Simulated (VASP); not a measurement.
# Al (Fm-3m) in VASP: notebook, part 2 of 2

VASP 6.6.1.

**3. Single point, PBE**

This run uses another cell than the first one, of 16.48 Å³/atom, 1.043 times its volume.

INCAR reads:

```
SYSTEM = Al
  PREC = Accurate
  ENCUT = 520
  EDIFF = 1E-7
  ISMEAR = -1
  SIGMA = 0.05
  LREAL = .FALSE.
  LASPH = .TRUE.
  NELM = 100
  ALGO = Normal
  ISIF = 2
  LWAVE = .FALSE.
  LCHARG = .TRUE.
  GGA = PE
  LELF = .TRUE.
  LVHAR = .TRUE.
  NBANDS = 8
```

KPOINTS reads:

```
Automatic mesh
0
G
  16 16 16
  0 0 0
```

POSCAR reads:

```
Al
1.0
    0.0000000000      2.0199310410      2.0199310410
    2.0199310410      0.0000000000      2.0199310410
    2.0199310410      2.0199310410      0.0000000000
Al
1
Direct
    0.0000000000      0.0000000000      0.0000000000
```

Potentials or basis: VASP PAW PBE potentials, release 64 (Al).

Started as:

```
cat potpaw_PBE.64/Al/POTCAR > POTCAR
mpirun -np 1 vasp_std > vasp.out
```

OUTCAR:

```text
SYSTEM = Al
   PREC = Accurate
   ENCUT = 520
   EDIFF = 1E-7
   ISMEAR = -1
   LREAL = .FALSE.
   LASPH = .TRUE.
   NELM = 100
   ISIF = 2
   GGA = PE

 ion  position               nearest neighbor table
   1  0.000  0.000  0.000-

  LATTYP: Found a face centered cubic cell.
 ALAT       =     4.0398620820

  Lattice vectors:

 A1 = (   0.0000000000,   2.0199310410,   2.0199310410)
 A2 = (   2.0199310410,   0.0000000000,   2.0199310410)
 A3 = (   2.0199310410,   2.0199310410,   0.0000000000)

Analysis of symmetry for initial positions (statically):
=====================================================================
 Subroutine PRICEL returns:
 Original cell was already a primitive cell.

 Routine SETGRP: Setting up the symmetry group for a
 face centered cubic supercell.

 Subroutine GETGRP returns: Found 48 space group operations
 (whereof 48 operations were pure point group operations)
 out of a pool of 48 trial point group operations.

The static configuration has the point symmetry O_h .

Analysis of symmetry for dynamics (positions and initial velocities):
=====================================================================
 Subroutine PRICEL returns:
 Original cell was already a primitive cell.

 Routine SETGRP: Setting up the symmetry group for a
 face centered cubic supercell.

 Subroutine GETGRP returns: Found 48 space group operations
 (whereof 48 operations were pure point group operations)
 out of a pool of 48 trial point group operations.

The dynamic configuration has the point symmetry O_h .

 Subroutine INISYM returns: Found 48 space group operations
 (whereof 48 operations are pure point group operations),
 and found     1 'primitive' translations

----------------------------------------------------------------------------------------

                                     Primitive cell

  volume of cell :      16.4831

  direct lattice vectors                    reciprocal lattice vectors
     0.000000000  2.019931041  2.019931041    -0.247533203  0.247533203  0.247533203
     2.019931041  0.000000000  2.019931041     0.247533203 -0.247533203  0.247533203
     2.019931041  2.019931041  0.000000000     0.247533203  0.247533203 -0.247533203

  length of vectors
     2.856613873  2.856613873  2.856613873     0.428740084  0.428740084  0.428740084

  position of ions in fractional coordinates (direct lattice)
     0.000000000  0.000000000  0.000000000

  ion indices of the primitive-cell ions
   primitive index   ion index
                 1           1

----------------------------------------------------------------------------------------

 KPOINTS: Automatic mesh

Automatic generation of k-mesh.
 Grid dimensions read from file:
 generate k-points for:   16   16   16

 Generating k-lattice:

  Cartesian coordinates                     Fractional coordinates (reciprocal lattice)
    -0.015470825  0.015470825  0.015470825     0.062500000  0.000000000  0.000000000
     0.015470825 -0.015470825  0.015470825     0.000000000  0.062500000  0.000000000
     0.015470825  0.015470825 -0.015470825     0.000000000  0.000000000  0.062500000

  Length of vectors
     0.026796255  0.026796255  0.026796255

  Shift w.r.t. Gamma in fractional coordinates (k-lattice)
     0.000000000  0.000000000  0.000000000

 Subroutine IBZKPT returns following result:
 ===========================================

 Found    145 irreducible k-points:

 Following reciprocal coordinates:
            Coordinates               Weight
  0.000000  0.000000  0.000000      1.000000
  0.062500  0.000000  0.000000      8.000000
  0.125000  0.000000  0.000000      8.000000
  0.187500  0.000000  0.000000      8.000000
  0.250000  0.000000  0.000000      8.000000
  0.312500  0.000000  0.000000      8.000000
[... 16 lines left out ...]
 -0.125000  0.062500  0.000000     24.000000
 -0.062500  0.062500  0.000000     12.000000
 [... further k-points ...]
   k-points           NKPTS =    145   k-points in BZ     NKDIM =    145   number of bands    NBANDS=      8
   number of dos      NEDOS =    301   number of ions     NIONS =      1
   total plane-waves  NPLWV =  13824
   dimension x,y,z NGX =    24 NGY =   24 NGZ =   24
   dimension x,y,z NGXF=    48 NGYF=   48 NGZF=   48
   ions per type =               1
   NGX,Y,Z   is equivalent  to a cutoff of  13.97, 13.97, 13.97 a.u.
   NGXF,Y,Z  is equivalent  to a cutoff of  27.93, 27.93, 27.93 a.u.
 SYSTEM =  Al
   PREC   = accura    normal or accurate (medium, high low for compatibility)
   ISTART =      0    job   : 0-new  1-cont  2-samecut
   ICHARG =      2    charge: 1-file 2-atom 10-const
   ISPIN  =      1    spin polarized calculation?
   LNONCOLLINEAR =      F non collinear calculations
   LSORBIT =      F    spin-orbit coupling
   LASPH  =      T    aspherical Exc in radial PAW
   ENCUT  =  520.0 eV  38.22 Ry    6.18 a.u.   5.31  5.31  5.31*2*pi/ulx,y,z
   NELM   =    100;   NELMIN=  2; NELMDL= -5     # of ELM steps
   EDIFF  = 0.1E-06   stopping-criterion for ELM
   LREAL  =      F    real-space projection
   EDIFFG = 0.1E-05   stopping-criterion for IOM
   NSW    =      0    number of steps for IOM
   IBRION =     -1    ionic relax: 0-MD 1-quasi-New 2-CG
   NFREE  =      0    steps in history (QN), initial steepest desc. (CG)
   ISIF   =      2    stress and relaxation
   ISYM   =      2    0-nonsym 1-usesym 2-fastsym
   POTIM  = 0.5000    time-step for ionic-motion
   TEBEG  =    0.0;   TEEND  =   0.0 temperature during run
   PSTRESS=    0.0 pullay stress
   NELECT =       3.0000    total number of electrons
   NUPDOWN=      -1.0000    fix difference up-down
   EMIN   =  10.00;   EMAX   =-10.00  energy-range for DOS
   EFERMI =   0.00;   METHOD = LEGACY
   ISMEAR =    -1;   SIGMA  =   0.05  broadening in eV -4-tet -1-fermi 0-gaus
   EFERMI_NEDOS =   21; number of points for ismear=-14 and -15
   IALGO  =     38    algorithm
   IMIX   =      4    mixing-type and parameters
     AMIX     =   0.40;   BMIX     =  1.00
     AMIX_MAG =   1.60;   BMIX_MAG =  1.00
  volume/ion in A,a.u.               =      16.48       111.23
  Fermi-wavevector in a.u.,A,eV,Ry     =   0.927759  1.753211 11.711045  0.860738
  Thomas-Fermi vector in A             =   2.053864
   LORBIT       =      0    0 simple, 1 ext, 2 COOP (PROOUT), +10 PAW based schemes
   GGA     = PE    functional components
   LHFCALC =     F    Hartree Fock is set to
   AEXX    =    0.0000 exact exchange contribution
   IVDW    =     0    specifies the selected vdW correction
   LEPSILON=     F    determine dielectric tensor
   LRPA    =     F    only Hartree local field effects (RPA)
 non-spin polarized calculation
  energy-cutoff  :      520.00
  volume of cell :       16.48
 maximum number of plane-waves:       459
 NGX is ok and might be reduce to    24
   NGX = 11   NGY = 11   NGZ = 11

 number of electron       3.0000000 magnetization

 Free energy of the ion-electron system (eV)
  ---------------------------------------------------
  ext. energy  EPLUGINS =         0.00000000
  ---------------------------------------------------
  free energy    TOTEN  =        -3.75262834 eV

  energy without entropy =       -3.75028791  energy(sigma->0) =       -3.75145812

 E-fermi :   8.0494     XC(G=0): -10.2004

 val. band max:        8.0138909100   @ k =  -0.2500   0.3125   0.1250
 cond. band min:       8.1289841810   @ k =   0.4375   0.4375   0.0000
 fundamental gap:      0.1150932710
 Fermi energy:         8.0494286252

 k-point     1 :       0.0000    0.0000    0.0000
  band No.  band energies     occupation
      1      -3.1308      2.00000
      2      20.6355      0.00000
      3      20.6355      0.00000
      4      20.6355      0.00000
      5      22.1351      0.00000
      6      22.1351      0.00000
      7      22.1351      0.00000
      8      24.4836      0.00000
[... 243 lines left out ...]
 k-point    24 :      -0.0625    0.0625    0.0000
  band No.  band energies     occupation
      1      -2.8476      2.00000
      2      17.7758      0.00000
      3      18.5193      0.00000
      4      20.9111      0.00000
      5      22.3094      0.00000
      6      23.1650      0.00000
      7      23.7989      0.00000
      8      25.4821      0.00000

 [... further k-points ...]

------------------------ aborting loop because EDIFF is reached ----------------------------------------

  FORCE on cell =-STRESS in cart. coord.  units (eV):
  Direction    XX          YY          ZZ          XY          YZ          ZX
  --------------------------------------------------------------------------------------
  -------------------------------------------------------------------------------------
  Total       -0.0016063     -0.0016063     -0.0016063      0.0000000      0.0000000     -0.0000000
  in kB       -0.1561339     -0.1561339     -0.1561339      0.0000000      0.0000000     -0.0000000
  external PRESSURE =      -0.1561339 kB  Pullay stress =       0.0000000 kB

 VOLUME and BASIS-vectors are now :
 -----------------------------------------------------------------------------
  energy-cutoff  :      520.00
  volume of cell :       16.48
      direct lattice vectors                 reciprocal lattice vectors
     0.000000000  2.019931041  2.019931041    -0.247533203  0.247533203  0.247533203
     2.019931041  0.000000000  2.019931041     0.247533203 -0.247533203  0.247533203
     2.019931041  2.019931041  0.000000000     0.247533203  0.247533203 -0.247533203

 POSITION                                       TOTAL-FORCE (eV/Angst)
 -----------------------------------------------------------------------------------
      0.00000      0.00000      0.00000         0.000000      0.000000     -0.000000
 -----------------------------------------------------------------------------------
    total drift:                               -0.000000      0.000000      0.000000

  FREE ENERGIE OF THE ION-ELECTRON SYSTEM (eV)
  ---------------------------------------------------
  free  energy   TOTEN  =        -3.7526283379 eV

  energy  without entropy=       -3.7502879055  energy(sigma->0) =       -3.75145812
```

stdout:

```text
POSCAR found type information on POSCAR Al
 POSCAR found :  1 types and       1 ions
 scaLAPACK will be used
 LDA part: xc-table for (Slater+PW92), standard interpolation
 POSCAR, INCAR and KPOINTS ok, starting setup
 FFT: planning ... GRIDC
 FFT: planning ... GRID_SOFT
 FFT: planning ... GRID
 WAVECAR not read
 entering main loop
```

Run time: 12 s. Hardware: 1 thread of Intel Xeon 6975P-C, shared host; peak memory 0.14 GiB.

What came out:

```yaml
Free_energy: -3.7526 eV
Pressure: 0.0 GPa
```
